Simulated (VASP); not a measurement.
# Al5N (P-62m) in VASP: notebook

Al5N is run at these levels: PBE; tasks: single point.

All numbers are computed with VASP 6.6.1; they aren't measurements. Logs are shortened: lines on timing, memory, paths and dates and some standing lists are left out, and cuts for length are marked.

### 1 The cell of the first run

The structure is hexagonal, space group P-62m (No. 189). Conventional cell: a = 4.765 Å, b = 4.765 Å, c = 4.488 Å, α = 90.00°, β = 90.00°, γ = 120.00°. Al (site symmetry m2m) has 10 Al at 2.62 to 2.82 Å and 2 N at 2.71 Å within 3.5 Å. Within 3.6 Å of Al (site symmetry -6) lie 3 N at 2.75 Å and 9 Al at 2.75 to 2.77 Å. Within 3.6 Å of N (site symmetry -62m) lie 12 Al at 2.71 to 2.75 Å.

The cell was built from a structure type or drawn by symmetry, and may not be a known phase.

### 2 Single point, PBE

Input file INCAR:

```
ALGO = Normal
EDIFF = 1E-6
ENCUT = 520
GGA = PE
ISIF = 2
ISMEAR = 0
LASPH = True
LCHARG = False
LREAL = False
LWAVE = False
NBANDS = 19
NELM = 100
PREC = Accurate
SIGMA = 0.1
```

Input file KPOINTS:

```
k-points
0
Gamma
  6 6 4
```

Input file POSCAR:

```
Al5N
1.0
    4.7648240664      0.0000000000      0.0000000000
   -2.3824120332      4.1264586860      0.0000000000
    0.0000000000      0.0000000000      4.4877413758
Al N
5 1
Direct
    0.3170836204      0.0000000000      0.0000000000
    0.0000000000      0.3170836204      0.0000000000
    0.6829163796      0.6829163796      0.0000000000
    0.3333333333      0.6666666667      0.4999913525
    0.6666666667      0.3333333333      0.5000086475
    0.0000000000      0.0000000000      0.5000000000
```

Potentials or basis: VASP PAW PBE potentials, release 64 (Al, N).

The run is started by

```console
cat potpaw_PBE.64/Al/POTCAR potpaw_PBE.64/N/POTCAR > POTCAR
mpirun -np 1 vasp_std > vasp.out
```

OUTCAR:

```text
EDIFF = 1E-6
   ENCUT = 520
   GGA = PE
   ISIF = 2
   ISMEAR = 0
   LASPH = True
   LREAL = False
   NELM = 100
   PREC = Accurate

 ion  position               nearest neighbor table
   1  0.317  0.000  0.000-   2 2.62   3 2.62   4 2.77   5 2.77   4 2.77   5 2.77   2 2.82   3 2.82
                             2 2.82   3 2.82
   2  0.000  0.317  0.000-   3 2.62   1 2.62   5 2.77   4 2.77   5 2.77   4 2.77   1 2.82   3 2.82
                             3 2.82   1 2.82
   3  0.683  0.683  0.000-   2 2.62   1 2.62   5 2.77   4 2.77   5 2.77   4 2.77   1 2.82   2 2.82
                             2 2.82   1 2.82
   4  0.333  0.667  0.500-   5 2.75   5 2.75   5 2.75   1 2.77   2 2.77   3 2.77   1 2.77   2 2.77
                             3 2.77
   5  0.667  0.333  0.500-   4 2.75   4 2.75   4 2.75   2 2.77   1 2.77   3 2.77   2 2.77   1 2.77
                             3 2.77
   6  0.000  0.000  0.500-

  LATTYP: Found a hexagonal cell.
 ALAT       =     4.7648240664
 C/A-ratio  =     0.9418482851

  Lattice vectors:

 A1 = (   4.7648240664,   0.0000000000,   0.0000000000)
 A2 = (  -2.3824120332,   4.1264586860,   0.0000000000)
 A3 = (   0.0000000000,   0.0000000000,   4.4877413758)

Analysis of symmetry for initial positions (statically):
=====================================================================
 Subroutine PRICEL returns:
 Original cell was already a primitive cell.

 Routine SETGRP: Setting up the symmetry group for a
 hexagonal supercell.

 Subroutine GETGRP returns: Found  6 space group operations
 (whereof  6 operations were pure point group operations)
 out of a pool of 24 trial point group operations.

The static configuration has the point symmetry D_3 .

Analysis of symmetry for dynamics (positions and initial velocities):
=====================================================================
 Subroutine PRICEL returns:
 Original cell was already a primitive cell.

 Routine SETGRP: Setting up the symmetry group for a
 hexagonal supercell.

 Subroutine GETGRP returns: Found  6 space group operations
 (whereof  6 operations were pure point group operations)
 out of a pool of 24 trial point group operations.

The dynamic configuration has the point symmetry D_3 .

 Subroutine INISYM returns: Found  6 space group operations
 (whereof  6 operations are pure point group operations),
 and found     1 'primitive' translations

----------------------------------------------------------------------------------------

                                     Primitive cell

  volume of cell :      88.2373

  direct lattice vectors                    reciprocal lattice vectors
     4.764824066  0.000000000  0.000000000     0.209871338  0.121169273  0.000000000
    -2.382412033  4.126458686  0.000000000     0.000000000  0.242338546  0.000000000
     0.000000000  0.000000000  4.487741376     0.000000000  0.000000000  0.222829240

  length of vectors
     4.764824066  4.764824066  4.487741376     0.242338546  0.242338546  0.222829240

  position of ions in fractional coordinates (direct lattice)
     0.317083620  0.000000000  0.000000000
     0.000000000  0.317083620  0.000000000
     0.682916380  0.682916380  0.000000000
     0.333333333  0.666666667  0.499991352
     0.666666667  0.333333333  0.500008648
     0.000000000  0.000000000  0.500000000

  ion indices of the primitive-cell ions
   primitive index   ion index
                 1           1
                 2           2
                 3           3
                 4           4
                 5           5
                 6           6

----------------------------------------------------------------------------------------

 KPOINTS: k-points

Automatic generation of k-mesh.
 Grid dimensions read from file:
 generate k-points for:    6    6    4

 Generating k-lattice:

  Cartesian coordinates                     Fractional coordinates (reciprocal lattice)
     0.034978556  0.020194879  0.000000000     0.166666667  0.000000000  0.000000000
     0.000000000  0.040389758  0.000000000     0.000000000  0.166666667  0.000000000
     0.000000000  0.000000000  0.055707310     0.000000000  0.000000000  0.250000000

  Length of vectors
     0.040389758  0.040389758  0.055707310

  Shift w.r.t. Gamma in fractional coordinates (k-lattice)
     0.000000000  0.000000000  0.000000000

 Subroutine IBZKPT returns following result:
 ===========================================

 Found     24 irreducible k-points:

 Following reciprocal coordinates:
            Coordinates               Weight
  0.000000  0.000000  0.000000      1.000000
  0.166667  0.000000  0.000000      6.000000
  0.333333  0.000000  0.000000      6.000000
  0.500000  0.000000  0.000000      3.000000
  0.166667  0.166667  0.000000      6.000000
  0.333333  0.166667  0.000000     12.000000
[... 16 lines left out ...]
  0.333333  0.166667  0.500000     12.000000
  0.333333  0.333333  0.500000      2.000000
   k-points           NKPTS =     24   k-points in BZ     NKDIM =     24   number of bands    NBANDS=     19
   number of dos      NEDOS =    301   number of ions     NIONS =      6
   total plane-waves  NPLWV =  46656
   dimension x,y,z NGX =    36 NGY =   36 NGZ =   36
   dimension x,y,z NGXF=    72 NGYF=   72 NGZF=   72
   ions per type =               5   1
   NGX,Y,Z   is equivalent  to a cutoff of  12.56, 12.56, 13.34 a.u.
   NGXF,Y,Z  is equivalent  to a cutoff of  25.12, 25.12, 26.67 a.u.
 SYSTEM =  unknown system
   PREC   = accura    normal or accurate (medium, high low for compatibility)
   ISTART =      0    job   : 0-new  1-cont  2-samecut
   ICHARG =      2    charge: 1-file 2-atom 10-const
   ISPIN  =      1    spin polarized calculation?
   LNONCOLLINEAR =      F non collinear calculations
   LSORBIT =      F    spin-orbit coupling
   LASPH  =      T    aspherical Exc in radial PAW
   ENCUT  =  520.0 eV  38.22 Ry    6.18 a.u.   8.86  8.86  8.34*2*pi/ulx,y,z
   NELM   =    100;   NELMIN=  2; NELMDL= -5     # of ELM steps
   EDIFF  = 0.1E-05   stopping-criterion for ELM
   LREAL  =      F    real-space projection
   EDIFFG = 0.1E-04   stopping-criterion for IOM
   NSW    =      0    number of steps for IOM
   IBRION =     -1    ionic relax: 0-MD 1-quasi-New 2-CG
   NFREE  =      0    steps in history (QN), initial steepest desc. (CG)
   ISIF   =      2    stress and relaxation
   ISYM   =      2    0-nonsym 1-usesym 2-fastsym
   POTIM  = 0.5000    time-step for ionic-motion
   TEBEG  =    0.0;   TEEND  =   0.0 temperature during run
   PSTRESS=    0.0 pullay stress
   NELECT =      20.0000    total number of electrons
   NUPDOWN=      -1.0000    fix difference up-down
   EMIN   =  10.00;   EMAX   =-10.00  energy-range for DOS
   EFERMI =   0.00;   METHOD = LEGACY
   ISMEAR =     0;   SIGMA  =   0.10  broadening in eV -4-tet -1-fermi 0-gaus
   EFERMI_NEDOS =   21; number of points for ismear=-14 and -15
   IALGO  =     38    algorithm
   IMIX   =      4    mixing-type and parameters
     AMIX     =   0.40;   BMIX     =  1.00
     AMIX_MAG =   1.60;   BMIX_MAG =  1.00
  volume/ion in A,a.u.               =      14.71        99.24
  Fermi-wavevector in a.u.,A,eV,Ry     =   0.998161  1.886252 13.555840  0.996326
  Thomas-Fermi vector in A             =   2.130366
   LORBIT       =      0    0 simple, 1 ext, 2 COOP (PROOUT), +10 PAW based schemes
   GGA     = PE    functional components
   LHFCALC =     F    Hartree Fock is set to
   AEXX    =    0.0000 exact exchange contribution
   IVDW    =     0    specifies the selected vdW correction
   LEPSILON=     F    determine dielectric tensor
   LRPA    =     F    only Hartree local field effects (RPA)
 non-spin polarized calculation
 Gauss-broadening in eV      SIGMA  =   0.10
  energy-cutoff  :      520.00
  volume of cell :       88.24
 maximum number of plane-waves:      2409
   NGX = 17   NGY = 17   NGZ = 17

 number of electron      20.0000001 magnetization

 Free energy of the ion-electron system (eV)
  ---------------------------------------------------
  ext. energy  EPLUGINS =         0.00000000
  ---------------------------------------------------
  free energy    TOTEN  =       -23.93426342 eV

  energy without entropy =      -23.92325613  energy(sigma->0) =      -23.92875977

 E-fermi :   7.7211     XC(G=0): -10.4374

 val. band max:        7.7168694576   @ k =   0.0000   0.0000   0.5000
 cond. band min:       7.7418113695   @ k =   0.5000   0.0000   0.5000
 fundamental gap:      0.0249419119
 Fermi energy:         7.7211084629

 k-point     1 :       0.0000    0.0000    0.0000
  band No.  band energies     occupation
      1      -6.0610      2.00000
      2      -1.4772      2.00000
      3       2.9020      2.00000
      4       3.9125      2.00000
      5       3.9125      2.00000
      6       4.1242      2.00000
[... 11 lines left out ...]
     18      12.3764      0.00000
     19      13.1145      0.00000

 k-point     2 :       0.1667    0.0000    0.0000
  band No.  band energies     occupation
      1      -5.9688      2.00000
      2      -1.4886      2.00000
      3       2.4539      2.00000
      4       3.0959      2.00000
      5       3.2695      2.00000
      6       3.6801      2.00000
[... 11 lines left out ...]
     18      12.6426      0.00000
     19      14.0690      0.00000

 k-point     3 :       0.3333    0.0000    0.0000
  band No.  band energies     occupation
      1      -5.7662      2.00000
      2      -1.5033      2.00000
      3       1.0395      2.00000
      4       2.6726      2.00000
      5       3.6421      2.00000
      6       3.6425      2.00000
[... 434 lines left out ...]
      1      -5.4453      2.00000
      2      -0.3144      2.00000
      3       0.5010      2.00000
      4       1.0645      2.00000
      5       2.0321      2.00000
      6       2.4014      2.00000
[... 11 lines left out ...]
     18      14.1940      0.00000
     19      14.3954      0.00000

 k-point    24 :       0.3333    0.3333    0.5000
  band No.  band energies     occupation
      1      -5.4122      2.00000
      2       0.6908      2.00000
      3       0.9140      2.00000
      4       0.9140      2.00000
      5       1.0007      2.00000
      6       1.0007      2.00000
[... 11 lines left out ...]
     18      14.6847      0.00000
     19      14.8967      0.00000

------------------------ aborting loop because EDIFF is reached ----------------------------------------

  FORCE on cell =-STRESS in cart. coord.  units (eV):
  Direction    XX          YY          ZZ          XY          YZ          ZX
  --------------------------------------------------------------------------------------
  -------------------------------------------------------------------------------------
  Total        0.0264277      0.0264277     -0.0298867      0.0000000      0.0000000     -0.0000000
  in kB        0.4798641      0.4798641     -0.5426702      0.0000000      0.0000000     -0.0000000
  external PRESSURE =       0.1390193 kB  Pullay stress =       0.0000000 kB

 VOLUME and BASIS-vectors are now :
 -----------------------------------------------------------------------------
  energy-cutoff  :      520.00
  volume of cell :       88.24
      direct lattice vectors                 reciprocal lattice vectors
     4.764824066  0.000000000  0.000000000     0.209871338  0.121169273  0.000000000
    -2.382412033  4.126458686  0.000000000     0.000000000  0.242338546  0.000000000
     0.000000000  0.000000000  4.487741376     0.000000000  0.000000000  0.222829240

 POSITION                                       TOTAL-FORCE (eV/Angst)
 -----------------------------------------------------------------------------------
      1.51085      0.00000      0.00000         0.000136     -0.000000     -0.000000
     -0.75542      1.30843      0.00000        -0.000068      0.000117     -0.000000
      1.62699      2.81803      0.00000        -0.000068     -0.000117     -0.000000
     -0.00000      2.75097      2.24383         0.000000     -0.000000      0.000255
      2.38241      1.37549      2.24391        -0.000000     -0.000000     -0.000255
      0.00000      0.00000      2.24387        -0.000000     -0.000000     -0.000000
 -----------------------------------------------------------------------------------
    total drift:                               -0.000000     -0.000000     -0.000000

  FREE ENERGIE OF THE ION-ELECTRON SYSTEM (eV)
  ---------------------------------------------------
  free  energy   TOTEN  =       -23.9342634205 eV

  energy  without entropy=      -23.9232561255  energy(sigma->0) =      -23.92875977
```

Run time: 16 s. Hardware: 1 thread of Intel Xeon 6975P-C (Granite Rapids), shared host; peak memory 0.2 GiB.

Results:

| Quantity | Value |
| --- | --- |
| Free energy | -23.9343 eV |
| Pressure | 0.0 GPa |
| Band gap on the k mesh | zero (bands 10 and 11 overlap by 2.06 eV) |

Stress tensor (GPa, compression positive):
```
 0.05  0.00  0.00
 0.00  0.05  0.00
 0.00  0.00 -0.05
```

### 3 Single point, PBE

This run uses another cell than the first one, of the same volume but with other edges.

Input file INCAR:

```
SYSTEM = Al5N
ALGO = Normal
EDIFF = 1E-7
ENCUT = 520
GGA = PE
ISIF = 2
ISMEAR = 0
LASPH = .TRUE.
LCHARG = .FALSE.
LREAL = .FALSE.
LWAVE = .FALSE.
NBANDS = 19
NELM = 80
PREC = Accurate
SIGMA = 0.1
```

Input file KPOINTS:

```
k-points
0
G
  12 12 8
  0 0 0
```

Input file POSCAR:

```
Al5N
1.0
    4.8443048200      0.0000000000      0.0000000000
   -2.4221524100      4.1952910378      0.0000000000
    0.0000000000      0.0000000000      4.3395196179
Al N
5 1
Direct
    0.3162088888      0.0000000000      0.0000000000
    0.0000000000      0.3162088888      0.0000000000
    0.6837911112      0.6837911112      0.0000000000
    0.3333333333      0.6666666667      0.5000000000
    0.6666666667      0.3333333333      0.5000000000
    0.0000000000      0.0000000000      0.5000000000
```

Potentials or basis: VASP PAW PBE potentials, release 64 (Al, N).

The run is started by

```console
cat potpaw_PBE.64/Al/POTCAR potpaw_PBE.64/N/POTCAR > POTCAR
mpirun -np 1 vasp_std > vasp.out
```

It took 55 s on 1 thread of Intel Xeon 6975P-C (Granite Rapids), shared host; peak memory 0.27 GiB.

The run converged. Its results:

```yaml
Free_energy: -23.9240 eV
Pressure: 0.0 GPa
Band_gap_on_the_k_mesh: zero (bands 10 and 11 overlap by 2.28 eV)
```

Stress tensor (GPa, compression positive):
```
-0.01  0.00  0.00
 0.00 -0.01  0.00
 0.00  0.00 -0.10
```

Levels at points of the mesh, in eV from the Fermi level:
```
           k point  band 8  band 9  band 10  band 11  band 12  band 13
(0.00, 0.00, 0.00)   -3.17   -3.17    -0.59     0.44     1.45     1.45
(0.50, 0.00, 0.00)   -2.15   -0.43     0.09     0.17     0.72     2.31
(0.00, 0.00, 0.50)   -1.49   -1.49    -1.40    -1.40    -0.56    -0.37
(0.50, 0.00, 0.50)   -2.96   -0.21     0.88     0.92     1.77     3.92
```
